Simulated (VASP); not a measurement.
Input of a VASP 6.6.1 run:

The input POSCAR:

```
SnO2
1.0
    0.0000000000      2.5334669712      2.5334669712
    2.5334669712      0.0000000000      2.5334669712
    2.5334669712      2.5334669712      0.0000000000
Sn O
1 2
Direct
    0.0000000000      0.0000000000      0.0000000000
    0.2500000000      0.2500000000      0.2500000000
    0.7500000000      0.7500000000      0.7500000000
```

File INCAR.step1:

```
  ALGO = Normal
  EDIFF = 1E-5
  ENCUT = 910
  GGA = PE
  GGA_COMPAT = F
  ISMEAR = 0
  LASPH = T
  LCHARG = F
  LREAL = F
  LWAVE = T
  NBANDS = 20
  NELM = 120
  PREC = Accurate
  SIGMA = 0.01
```

File INCAR.step2:

```
  ALGO = Normal
  EDIFF = 1E-6
  ENCUT = 910
  GGA_COMPAT = F
  ISIF = 2
  ISMEAR = 0
  ISTART = 1
  LASPH = T
  LCHARG = F
  LMIXTAU = T
  LREAL = F
  LWAVE = F
  METAGGA = R2SCAN
  NBANDS = 20
  NELM = 120
  PREC = Accurate
  SIGMA = 0.01
```

File KPOINTS:

```
k-points
0
Gamma
  8 8 8
```

Potentials or basis: VASP PAW PBE potentials, release 64 (Sn_d, O_h).

Command:

```console
$ cat potpaw_PBE.64/Sn_d/POTCAR potpaw_PBE.64/O_h/POTCAR > POTCAR
$ cp INCAR.step1 INCAR
$ mpirun -np 1 vasp_std > vasp.out
$ cp INCAR.step2 INCAR
$ mpirun -np 1 vasp_std > vasp.out
```

(1) Predict the pressure.

(2) Estimate the band gap on the k mesh.

## Answers

(1) 1.0 GPa.

(2) 0.86 eV, indirect (least direct gap 2.29 eV).

Caveat: the cutoff is under 1.25 times the usual one of these potentials, so pressure, stress and relaxed cells hold a basis-set (Pulay) error; the PAW data sets were made with another functional, which shifts forces and pressure a little; spin-orbit coupling is left out, which moves the levels of the heavy elements.
